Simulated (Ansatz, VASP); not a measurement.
## Two plane-wave programs on GeH4

File POSCAR:

```
GeH4
1.0
   12.8008860920      0.0000000000      0.0000000000
    0.0000000000     13.3008860920      0.0000000000
    0.0000000000      0.0000000000     13.8008860920
Ge H
1 4
Direct
    0.5028834600      0.5048254300      0.5007971300
    0.4043882200      0.4687416400      0.4477781800
    0.4778818700      0.5208524400      0.6084536300
    0.5892351000      0.4254650000      0.4907398800
    0.5399697300      0.6042839600      0.4561361000
```

File INCAR.step1:

```
SYSTEM = GeH4
  PREC = Accurate
  ENCUT = 410
  EDIFF = 1E-5
  ISMEAR = 0
  SIGMA = 0.005
  LREAL = .FALSE.
  LASPH = .TRUE.
  NELM = 120
  ALGO = Normal
  ISIF = 2
  LWAVE = .TRUE.
  LCHARG = .FALSE.
  GGA = PE
  NBANDS = 17
  GGA_COMPAT = .FALSE.
  NELMDL = -8
```

File INCAR.step2:

```
SYSTEM = GeH4
  PREC = Accurate
  ENCUT = 410
  EDIFF = 1E-6
  ISMEAR = 0
  SIGMA = 0.005
  LREAL = .FALSE.
  LASPH = .TRUE.
  NELM = 120
  ALGO = Normal
  ISIF = 2
  LWAVE = .FALSE.
  LCHARG = .FALSE.
  GGA = PE
  LHFCALC = .TRUE.
  HFSCREEN = 0.2079
  PRECFOCK = Normal
  IVDW = 12
  VDW_S6 = 1.0
  VDW_S8 = 2.31
  VDW_A1 = 0.383
  VDW_A2 = 5.685
  ISTART = 1
  NBANDS = 17
  GGA_COMPAT = .FALSE.
```

KPOINTS

```
regular mesh
0
G
  1 1 1
  0 0 0
```

Input for Ansatz:

```yaml
crystal:
  lattice:
    - [12.800886092, 0.0, 0.0]
    - [0.0, 13.300886092, 0.0]
    - [0.0, 0.0, 13.800886092]
  atoms:
    - { symbol: Ge, position: [0.50288346, 0.50482543, 0.50079713] }
    - { symbol: H, position: [0.40438822, 0.46874164, 0.44777818] }
    - { symbol: H, position: [0.47788187, 0.52085244, 0.60845363] }
    - { symbol: H, position: [0.5892351, 0.425465, 0.49073988] }
    - { symbol: H, position: [0.53996973, 0.60428396, 0.4561361] }
hamiltonian:
  xc: hse06
  dispersion: d3bj
kpoints:
  mp_grid: { grid: [1, 1, 1] }
scf:
  occupations: { method: gaussian, width: 0.005 }
  max_iter: 140
  lower_state_search: "off"
output:
  forces: false
```

Alike in both runs: task single point; functional HSE06; dispersion D3(BJ); k mesh 1 × 1 × 1; occupations gaussian, width 0.005 eV; no spin polarisation.

```csv
,VASP,Ansatz
version,VASP 6.6.1,Ansatz 0.2.0
potentials or method,"VASP PAW PBE potentials, release 64 (Ge_d, H)","scalar-relativistic, plane waves, PAW"
plane-wave cutoff (eV),410,420
valence electrons in the cell,18,18
```

VASP gave:

* gap on the k mesh at the Fermi level (eV): 8.58

**Question.** Which values does Ansatz return?

**Answer.** gap on the k mesh at the Fermi level (eV): 8.61.
